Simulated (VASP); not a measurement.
Here is a VASP 6.6.1 calculation.

INCAR

```
SYSTEM = BaTiO3
PREC = Accurate ; ENCUT = 520
EDIFF = 1E-6 ; ISMEAR = -1
SIGMA = 0.05 ; LREAL = .FALSE.
LASPH = .TRUE. ; NELM = 80
ALGO = Normal ; ISIF = 2
LWAVE = .FALSE. ; LCHARG = .FALSE.
GGA = PE ; NBANDS = 28
```

Contents of KPOINTS:

```
Automatic mesh
0
G
  7 7 7
  0 0 0
```

File POSCAR:

```
BaTiO3
1.0
    3.9998000000      0.0000000000      0.0000000000
    0.0000000000      3.9998000000      0.0000000000
    0.0000000000      0.0000000000      4.0180000000
Ba Ti O
1 1 3
Direct
    0.9955672000      0.9906407400      0.0035034300
    0.5025366900      0.4919233700      0.4687657700
    0.4792189400      0.5143238900      0.0064065200
    0.5027309200      0.0032990000      0.5093824900
    0.0199462600      0.4998130000      0.5399418000
```

Potentials or basis: VASP PAW PBE potentials, release 64 (Ba_sv, Ti_sv, O).

Run with:

```bash
$ cat potpaw_PBE.64/Ba_sv/POTCAR potpaw_PBE.64/Ti_sv/POTCAR potpaw_PBE.64/O/POTCAR > POTCAR
$ mpirun -np 1 vasp_std > vasp.out
```

(1) What does it give for the largest force?

(2) Estimate the pressure.

Answers

(1) 1.291 eV/Å.

(2) 4.9 GPa.

Caveat: forces of over 1 eV/Å act on the atoms, so gaps and moduli don't describe the material at rest.
